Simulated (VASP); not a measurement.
# WC in VASP: notebook

The runs below take WC through single point, with PBE+D3(BJ).

All numbers are computed with VASP 6.6.1; they aren't measurements. Logs are shortened: lines on timing, memory, paths and dates and some standing lists are left out, and cuts for length are marked.

### 1 The cell of the first run

The cell holds a slab with vacuum, 16 atoms: a = 5.812 Å, b = 5.812 Å, c = 15.256 Å, α = 90.00°, β = 90.00°, γ = 120.00°.

### 2 Single point, PBE+D3(BJ)

Input file INCAR:

```
SYSTEM = WC
PREC = Accurate
ENCUT = 520
EDIFF = 1E-7
ISMEAR = -1
SIGMA = 0.05
LREAL = Auto
LASPH = .True.
NELM = 80
ALGO = Normal
ISIF = 2
LWAVE = .False.
LCHARG = .False.
GGA = PE
IVDW = 12
NBANDS = 86
```

Input file KPOINTS:

```
Automatic mesh
0
Gamma
  2 2 1
  0 0 0
```

Input file POSCAR:

```
WC
1.0
    5.8116600000      0.0000000000      0.0000000000
   -2.9058300000      5.0330450000      0.0000000000
    0.0000000000      0.0000000000     15.2564750000
W C
8 8
Direct
    0.0000000000      0.0000000000      0.0655459403
   -0.0044378222      0.0041326871      0.2551769003
    0.0000003458      0.4999955295      0.0655459403
   -0.0017876311      0.5041282166      0.2570187412
    0.4999948380      0.0000000000      0.0655459403
    0.4960236501      0.0078878691      0.2564091640
    0.4999951838      0.4999955295      0.0655459403
    0.4976063958      0.5044063782      0.2526730454
    0.3379528509      0.1671354021      0.1483239084
    0.3415158027      0.1702349174      0.3312233003
    0.3395309112      0.6742439219      0.1499560023
    0.3382201235      0.6587860828      0.3275658368
    0.8213064829      0.1628636342      0.1495692812
    0.8268322300      0.1585322603      0.3262549180
    0.8258794660      0.6653626185      0.1522632194
    0.8384498845      0.6676872549      0.3255929040
```

Potentials or basis: VASP PAW PBE potentials, release 64 (W_sv, C).

Command:

```bash
$ cat potpaw_PBE.64/W_sv/POTCAR potpaw_PBE.64/C/POTCAR > POTCAR
$ mpirun -np 1 vasp_std > vasp.out
```

OUTCAR:

```text
SYSTEM = WC
   PREC = Accurate
   ENCUT = 520
   EDIFF = 1E-7
   ISMEAR = -1
   LREAL = Auto
   LASPH = .True.
   NELM = 80
   ISIF = 2
   GGA = PE
   IVDW = 12
 IVDW          = 12

 ion  position               nearest neighbor table
   1  0.000  0.000  0.066-   9 2.12  15 2.14  13 2.14   2 2.89   5 2.91   3 2.91   7 2.91   7 2.91
                             3 2.91   5 2.91
   2  0.996  0.004  0.255-  14 1.96  16 2.01  10 2.09  15 2.32  13 2.33   9 2.37   1 2.89   6 2.90
                             4 2.90   8 2.90   8 2.91   4 2.91   6 2.91
   3  0.000  0.500  0.066-  13 2.13  11 2.14  15 2.16   7 2.91   1 2.91   5 2.91   5 2.91   1 2.91
                             7 2.91   4 2.92
   4  0.998  0.504  0.257-  16 1.93  12 2.02  14 2.04  15 2.32  11 2.37  13 2.37   2 2.90   6 2.90
                             8 2.90   6 2.91   8 2.91   2 2.91   3 2.92
   5  0.500  0.000  0.066-  13 2.06   9 2.08  11 2.08   1 2.91   7 2.91   3 2.91   3 2.91   7 2.91
                             1 2.91   6 2.91
   6  0.496  0.008  0.256-  10 1.96  14 1.98  12 2.07   9 2.30  13 2.31  11 2.34   8 2.88   2 2.90
                             4 2.90   4 2.91   5 2.91   2 2.91   8 2.93
   7  0.500  0.500  0.066-   9 2.10  15 2.11  11 2.12   8 2.86   3 2.91   5 2.91   1 2.91   1 2.91
                             5 2.91   3 2.91
   8  0.498  0.504  0.253-  12 1.95  16 2.05  10 2.07  15 2.25  11 2.28   9 2.33   7 2.86   6 2.88
                             2 2.90   4 2.90   4 2.91   2 2.91   6 2.93
   9  0.338  0.167  0.148-   5 2.08   7 2.10   1 2.12   6 2.30   8 2.33   2 2.37
  10  0.342  0.170  0.331-   6 1.96   8 2.07   2 2.09
  11  0.340  0.674  0.150-   5 2.08   7 2.12   3 2.14   8 2.28   6 2.34   4 2.37
  12  0.338  0.659  0.328-   8 1.95   4 2.02   6 2.07
  13  0.821  0.163  0.150-   5 2.06   3 2.13   1 2.14   6 2.31   2 2.33   4 2.37
  14  0.827  0.159  0.326-   2 1.96   6 1.98   4 2.04
  15  0.826  0.665  0.152-   7 2.11   1 2.14   3 2.16   8 2.25   2 2.32   4 2.32
  16  0.838  0.668  0.326-   4 1.93   2 2.01   8 2.05

  LATTYP: Found a hexagonal cell.
 ALAT       =     5.8116600000
 C/A-ratio  =     2.6251492689

  Lattice vectors:

 A1 = (   5.8116600000,   0.0000000000,   0.0000000000)
 A2 = (  -2.9058300000,   5.0330450000,   0.0000000000)
 A3 = (   0.0000000000,   0.0000000000,  15.2564750000)

Analysis of symmetry for initial positions (statically):
=====================================================================
 Subroutine PRICEL returns:
 Original cell was already a primitive cell.

 Routine SETGRP: Setting up the symmetry group for a
 hexagonal supercell.

 Subroutine GETGRP returns: Found  1 space group operations
 (whereof  1 operations were pure point group operations)
 out of a pool of 24 trial point group operations.

The static configuration has the point symmetry C_1 .

Analysis of symmetry for dynamics (positions and initial velocities):
=====================================================================
 Subroutine PRICEL returns:
 Original cell was already a primitive cell.

 Routine SETGRP: Setting up the symmetry group for a
 hexagonal supercell.

 Subroutine GETGRP returns: Found  1 space group operations
 (whereof  1 operations were pure point group operations)
 out of a pool of 24 trial point group operations.

The dynamic configuration has the point symmetry C_1 .

 Subroutine INISYM returns: Found  1 space group operations
 (whereof  1 operations are pure point group operations),
 and found     1 'primitive' translations

----------------------------------------------------------------------------------------

                                     Primitive cell

  volume of cell :     446.2572

  direct lattice vectors                    reciprocal lattice vectors
     5.811660000  0.000000000  0.000000000     0.172067877  0.099343439  0.000000000
    -2.905830000  5.033045000  0.000000000     0.000000000  0.198686878  0.000000000
     0.000000000  0.000000000 15.256475000     0.000000000  0.000000000  0.065545940

  length of vectors
     5.811660000  5.811659828 15.256475000     0.198686873  0.198686878  0.065545940

  position of ions in fractional coordinates (direct lattice)
     0.000000000  0.000000000  0.065545940
     0.995562178  0.004132687  0.255176900
     0.000000346  0.499995529  0.065545940
     0.998212369  0.504128217  0.257018741
     0.499994838  0.000000000  0.065545940
     0.496023650  0.007887869  0.256409164
[... 8 lines left out ...]
     0.825879466  0.665362618  0.152263219
     0.838449885  0.667687255  0.325592904

  ion indices of the primitive-cell ions
   primitive index   ion index
                 1           1
                 2           2
                 3           3
                 4           4
                 5           5
                 6           6
[... 8 lines left out ...]
                15          15
                16          16

----------------------------------------------------------------------------------------

 KPOINTS: Automatic mesh

Automatic generation of k-mesh.
 Grid dimensions read from file:
 generate k-points for:    2    2    1

 Generating k-lattice:

  Cartesian coordinates                     Fractional coordinates (reciprocal lattice)
     0.086033939  0.049671720  0.000000000     0.500000000  0.000000000  0.000000000
     0.000000000  0.099343439  0.000000000     0.000000000  0.500000000  0.000000000
     0.000000000  0.000000000  0.065545940     0.000000000  0.000000000  1.000000000

  Length of vectors
     0.099343436  0.099343439  0.065545940

  Shift w.r.t. Gamma in fractional coordinates (k-lattice)
     0.000000000  0.000000000  0.000000000

 Subroutine IBZKPT returns following result:
 ===========================================

 Found      4 irreducible k-points:

 Following reciprocal coordinates:
            Coordinates               Weight
  0.000000  0.000000  0.000000      1.000000
  0.500000  0.000000  0.000000      1.000000
  0.000000  0.500000  0.000000      1.000000
  0.500000  0.500000  0.000000      1.000000
   k-points           NKPTS =      4   k-points in BZ     NKDIM =      4   number of bands    NBANDS=     86
   number of dos      NEDOS =    301   number of ions     NIONS =     16
   total plane-waves  NPLWV = 276480
   dimension x,y,z NGX =    48 NGY =   48 NGZ =  120
   dimension x,y,z NGXF=    96 NGYF=   96 NGZF=  240
   ions per type =               8   8
   NGX,Y,Z   is equivalent  to a cutoff of  13.73, 13.73, 13.08 a.u.
   NGXF,Y,Z  is equivalent  to a cutoff of  27.46, 27.46, 26.15 a.u.
 SYSTEM =  WC
   PREC   = accura    normal or accurate (medium, high low for compatibility)
   ISTART =      0    job   : 0-new  1-cont  2-samecut
   ICHARG =      2    charge: 1-file 2-atom 10-const
   ISPIN  =      1    spin polarized calculation?
   LNONCOLLINEAR =      F non collinear calculations
   LSORBIT =      F    spin-orbit coupling
   LASPH  =      T    aspherical Exc in radial PAW
   ENCUT  =  520.0 eV  38.22 Ry    6.18 a.u.  10.81 10.81 28.37*2*pi/ulx,y,z
   NELM   =     80;   NELMIN=  2; NELMDL= -5     # of ELM steps
   EDIFF  = 0.1E-06   stopping-criterion for ELM
   LREAL  =      T    real-space projection
   EDIFFG = 0.1E-05   stopping-criterion for IOM
   NSW    =      0    number of steps for IOM
   IBRION =     -1    ionic relax: 0-MD 1-quasi-New 2-CG
   NFREE  =      0    steps in history (QN), initial steepest desc. (CG)
   ISIF   =      2    stress and relaxation
   ISYM   =      2    0-nonsym 1-usesym 2-fastsym
   POTIM  = 0.5000    time-step for ionic-motion
   TEBEG  =    0.0;   TEEND  =   0.0 temperature during run
   PSTRESS=    0.0 pullay stress
   NELECT =     144.0000    total number of electrons
   NUPDOWN=      -1.0000    fix difference up-down
   EMIN   =  10.00;   EMAX   =-10.00  energy-range for DOS
   EFERMI =   0.00;   METHOD = LEGACY
   ISMEAR =    -1;   SIGMA  =   0.05  broadening in eV -4-tet -1-fermi 0-gaus
   EFERMI_NEDOS =   21; number of points for ismear=-14 and -15
   IALGO  =     38    algorithm
   IMIX   =      4    mixing-type and parameters
     AMIX     =   0.40;   BMIX     =  1.00
     AMIX_MAG =   1.60;   BMIX_MAG =  1.00
  volume/ion in A,a.u.               =      27.89       188.22
  Fermi-wavevector in a.u.,A,eV,Ry     =   1.122881  2.121938 17.155080  1.260863
  Thomas-Fermi vector in A             =   2.259544
   LORBIT       =      0    0 simple, 1 ext, 2 COOP (PROOUT), +10 PAW based schemes
   GGA     = PE    functional components
   LHFCALC =     F    Hartree Fock is set to
   AEXX    =    0.0000 exact exchange contribution
   IVDW    =    12    specifies the selected vdW correction
   LEPSILON=     F    determine dielectric tensor
   LRPA    =     F    only Hartree local field effects (RPA)
 non-spin polarized calculation
  energy-cutoff  :      520.00
  volume of cell :      446.26
 maximum number of plane-waves:     12032
 NGX is ok and might be reduce to    48
   NGX = 21   NGY = 21   NGZ = 57

 number of electron     144.0000001 magnetization

 Free energy of the ion-electron system (eV)
  ---------------------------------------------------
  ext. energy  EPLUGINS =         0.00000000
  ---------------------------------------------------
  free energy    TOTEN  =      -162.50774827 eV

  energy without entropy =     -162.41545396  energy(sigma->0) =     -162.46160112

 E-fermi :   0.8090     XC(G=0):  -6.4228

 val. band max:        0.7761135138   @ k =   0.5000   0.0000   0.0000
 cond. band min:       0.8570964783   @ k =   0.0000   0.0000   0.0000
 fundamental gap:      0.0809829644
 Fermi energy:         0.8089699075

 k-point     1 :       0.0000    0.0000    0.0000
  band No.  band energies     occupation
      1     -73.3425      2.00000
      2     -73.2935      2.00000
      3     -73.2821      2.00000
      4     -73.2754      2.00000
      5     -73.0878      2.00000
      6     -73.0447      2.00000
[... 76 lines left out ...]
     83       3.9810      0.00000
     84       4.0715      0.00000

 k-point     2 :       0.5000    0.0000    0.0000
  band No.  band energies     occupation
      1     -73.3221      2.00000
      2     -73.3040      2.00000
      3     -73.2921      2.00000
      4     -73.2755      2.00000
      5     -73.0761      2.00000
      6     -73.0445      2.00000
[... 76 lines left out ...]
     83       2.8085      0.00000
     84       3.0077      0.00000

 k-point     3 :       0.0000    0.5000    0.0000
  band No.  band energies     occupation
      1     -73.3188      2.00000
      2     -73.3117      2.00000
      3     -73.2823      2.00000
      4     -73.2809      2.00000
      5     -73.0677      2.00000
      6     -73.0597      2.00000
[... 76 lines left out ...]
     83       2.9005      0.00000
     84       2.9216      0.00000

 k-point     4 :       0.5000    0.5000    0.0000
  band No.  band energies     occupation
      1     -73.3192      2.00000
      2     -73.3111      2.00000
      3     -73.2835      2.00000
      4     -73.2799      2.00000
      5     -73.0674      2.00000
      6     -73.0599      2.00000
[... 76 lines left out ...]
     83       2.6822      0.00000
     84       2.7290      0.00000
 [bands above 84 left out]

------------------------ aborting loop because EDIFF is reached ----------------------------------------

 Edisp (eV)   -4.66330

 E8    (eV) :    -2.2068

  FORCE on cell =-STRESS in cart. coord.  units (eV):
  Direction    XX          YY          ZZ          XY          YZ          ZX
  --------------------------------------------------------------------------------------
  -------------------------------------------------------------------------------------
  Total       1.23002     0.36223     0.52240    -0.27052     0.93171    -1.32725
  in kB       4.41607     1.30051     1.87556    -0.97125     3.34509    -4.76516
  external pressure =        2.53 kB  Pullay stress =        0.00 kB

 VOLUME and BASIS-vectors are now :
 -----------------------------------------------------------------------------
  energy-cutoff  :      520.00
  volume of cell :      446.26
      direct lattice vectors                 reciprocal lattice vectors
     5.811660000  0.000000000  0.000000000     0.172067877  0.099343439  0.000000000
    -2.905830000  5.033045000  0.000000000     0.000000000  0.198686878  0.000000000
     0.000000000  0.000000000 15.256475000     0.000000000  0.000000000  0.065545940

 POSITION                                       TOTAL-FORCE (eV/Angst)
 -----------------------------------------------------------------------------------
      0.00000      0.00000      1.00000        -0.201840     -0.084715      0.011800
      5.77386      0.02080      3.89310         0.968164      0.215895     -0.411733
     -1.45290      2.51650      1.00000        -0.104691      0.039220      0.303567
      4.33636      2.53730      3.92120         0.414796     -0.217156     -1.366583
      2.90580      0.00000      1.00000        -0.069682     -0.119859     -0.572867
      2.85980      0.03970      3.91190         0.121550     -0.958972     -0.792041
[... 8 lines left out ...]
      2.86630      3.34880      2.32300         0.524691      0.292703     -0.199945
      2.93260      3.36050      4.96740        -0.588256      0.109856      0.828864
 -----------------------------------------------------------------------------------
    total drift:                                0.024802      0.011490     -0.013879

  FREE ENERGIE OF THE ION-ELECTRON SYSTEM (eV)
  ---------------------------------------------------
  free  energy   TOTEN  =      -167.1710469425 eV

  energy  without entropy=     -167.0787526298  energy(sigma->0) =     -167.12489979
```

It took 4.5 min on 1 thread of Intel Xeon 6975P-C (Granite Rapids), shared host; peak memory 0.59 GiB.

Results:

- Free energy: -167.1710 eV
- Largest force: 1.445 eV/Å
- Band gap on the k mesh: zero (bands 72 and 73 overlap by 0.30 eV)
- Dispersion energy per atom: -0.291 eV

Forces on the atoms (eV/Å):
```
W   -0.202 -0.085  0.012
W    0.968  0.216 -0.412
W   -0.105  0.039  0.304
W    0.415 -0.217 -1.367
W   -0.070 -0.120 -0.573
W    0.122 -0.959 -0.792
W   -0.032  0.190 -0.484
W    0.411 -0.602  0.566
C   -0.640  0.030  0.843
C   -0.813  0.035 -0.669
C   -0.434 -0.567  0.363
C   -0.631  0.584  0.223
C    0.849  0.499  0.512
C    0.227  0.552  0.845
C    0.525  0.293 -0.200
C   -0.588  0.110  0.829
```

Levels at points of the mesh, in eV from the Fermi level:
| k point | band 69 | band 70 | band 71 | band 72 | band 73 | band 74 | band 75 | band 76 | band 77 | band 78 |
| --- | --- | --- | --- | --- | --- | --- | --- | --- | --- | --- |
| (0.00, 0.00, 0.00) | 0.05 | 0.06 | 0.10 | 0.17 | 0.30 | 1.17 | 1.35 | 1.62 | 1.66 | 1.93 |
| (0.50, 0.00, 0.00) | -1.23 | -1.10 | -0.65 | -0.55 | -0.09 | -0.03 | 1.02 | 1.04 | 1.23 | 1.27 |
| (0.00, 0.50, 0.00) | -1.19 | -1.13 | -0.62 | -0.57 | -0.14 | -0.07 | 1.03 | 1.04 | 1.24 | 1.27 |
| (0.50, 0.50, 0.00) | -1.23 | -1.18 | -0.63 | -0.51 | 0.14 | 0.24 | 1.06 | 1.08 | 1.24 | 1.25 |

Caveat: the k points lie up to 0.62 Å⁻¹ apart; spin-orbit coupling is left out, which moves the levels of the heavy elements.

### 3 Single point, PBE+D3(BJ)

Input file INCAR:

```
PREC     = Accurate       # precision mode
ENCUT    = 520            # plane-wave cutoff, eV
EDIFF    = 1E-6           # SCF threshold, eV
ISMEAR   = -1             # smearing method
SIGMA    = 0.05           # smearing width, eV
LREAL    = Auto         
LASPH    = True           # aspherical terms in the spheres
NELM     = 60             # most SCF steps
ALGO     = Normal         # electronic algorithm
ISIF     = 2              # what is computed and relaxed
LWAVE    = False          # write WAVECAR
LCHARG   = False          # write CHGCAR
GGA      = PE             # functional
IVDW     = 12             # dispersion correction
NBANDS   = 86             # bands
```

Input file KPOINTS:

```
regular mesh
0
Gamma
  2 2 1
```

Input file POSCAR:

```
WC
1.0
    5.8116600000      0.0000000000      0.0000000000
   -2.9058300000      5.0330450000      0.0000000000
    0.0000000000      0.0000000000     15.2564750000
W C
8 8
Direct
    0.0000000000      0.0000000000      0.0655459403
   -0.0039930564      0.0060202124      0.2545017771
    0.0000003458      0.4999955295      0.0655459403
   -0.0046667170      0.5087973583      0.2521093503
    0.4999948380      0.0000000000      0.0655459403
    0.4978783144      0.0033379396      0.2524174162
    0.4999951838      0.4999955295      0.0655459403
    0.4946723144      0.5088967017      0.2578839476
    0.3299546875      0.1662810486      0.1538625403
    0.3252322470      0.1738708873      0.3255797948
    0.3354795077      0.6674488307      0.1512472573
    0.3170105361      0.6653030124      0.3281623049
    0.8291242104      0.1625656039      0.1494512985
    0.8267346344      0.1773677764      0.3273102076
    0.8267853001      0.6684820024      0.1525516215
    0.8467792980      0.6909534884      0.3323375813
```

Potentials or basis: VASP PAW PBE potentials, release 64 (W_sv, C).

Command:

```bash
$ cat potpaw_PBE.64/W_sv/POTCAR potpaw_PBE.64/C/POTCAR > POTCAR
$ mpirun -np 1 vasp_std > vasp.out
```

Wall time 4.4 min (1 thread of Intel Xeon 6975P-C (Granite Rapids), shared host); peak memory 0.58 GiB.

It converged, with:

```
Free energy                : -167.1864 eV
Largest force              : 1.445 eV/Å
Band gap on the k mesh     : zero (bands 72 and 73 overlap by 0.21 eV)
Dispersion energy per atom : -0.292 eV
```

Forces on the atoms (eV/Å):
```
W    0.055  0.025  0.122
W   -0.435  0.097 -0.108
W   -0.260  0.136 -0.079
W   -0.088 -0.524  1.092
W   -0.414  0.012 -0.178
W   -0.326  0.089  1.060
W   -0.009 -0.119  0.488
W    1.033  0.121 -0.913
C    0.100  0.213 -0.632
C    0.657 -0.156  0.584
C   -0.291 -0.003  0.058
C    0.210  0.684 -0.076
C   -0.038  0.412  0.323
C   -0.048  0.050 -0.465
C    0.295 -0.054 -0.313
C   -0.440 -0.983 -0.964
```

Levels at points of the mesh, in eV from the Fermi level:
| k point | band 69 | band 70 | band 71 | band 72 | band 73 | band 74 | band 75 | band 76 | band 77 | band 78 |
| --- | --- | --- | --- | --- | --- | --- | --- | --- | --- | --- |
| (0.00, 0.00, 0.00) | 0.06 | 0.07 | 0.08 | 0.15 | 0.20 | 1.06 | 1.34 | 1.48 | 1.56 | 2.03 |
| (0.50, 0.00, 0.00) | -1.30 | -1.24 | -0.65 | -0.58 | -0.04 | 0.02 | 0.99 | 1.00 | 1.27 | 1.28 |
| (0.00, 0.50, 0.00) | -1.28 | -1.14 | -0.66 | -0.56 | -0.02 | 0.02 | 0.99 | 1.03 | 1.27 | 1.28 |
| (0.50, 0.50, 0.00) | -1.29 | -1.19 | -0.67 | -0.50 | -0.06 | 0.01 | 1.01 | 1.06 | 1.26 | 1.28 |

Caveat: the k points lie up to 0.62 Å⁻¹ apart; spin-orbit coupling is left out, which moves the levels of the heavy elements.

(Continued in part 2 of 2.)
